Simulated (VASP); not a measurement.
Here is a VASP 6.6.1 calculation.

INCAR

```
SYSTEM = Hg
ALGO = Normal ; EDIFF = 1E-6
ENCUT = 500 ; GGA = PE
GGA_COMPAT = .FALSE. ; ISIF = 2
ISMEAR = 0 ; LASPH = .TRUE.
LCHARG = .FALSE. ; LREAL = .FALSE.
LWAVE = .FALSE. ; NBANDS = 12
NELM = 120 ; PREC = Accurate
SIGMA = 0.1
```

Contents of KPOINTS:

```
k-points
0
G
  6 6 6
  0 0 0
```

POSCAR

```
Hg
1.0
    2.1632522922     -1.9810897823      0.0000000000
    2.1632522922      1.9810897823      0.0000000000
   -0.3376947933      0.0000000000      2.9435656414
Hg
1
Direct
    0.5000000000      0.5000000000      0.5000000000
```

Potentials or basis: VASP PAW PBE potentials, release 64 (Hg).

Run with:

```console
$ cat potpaw_PBE.64/Hg/POTCAR > POTCAR
$ mpirun -np 1 vasp_std > vasp.out
```

Q: Predict the pressure.

A: 4.9 GPa.

Q: Estimate the band gap on the k mesh.

A: Zero (band 6 reaches 5.76 eV, above the bottom of band 7 at 0.37 eV).

Stress tensor (GPa, compression positive):
```
 5.83  0.00 -0.49
 0.00  4.69  0.00
-0.49  0.00  4.30
```

Caveat: spin-orbit coupling is left out, which moves the levels of the heavy elements.
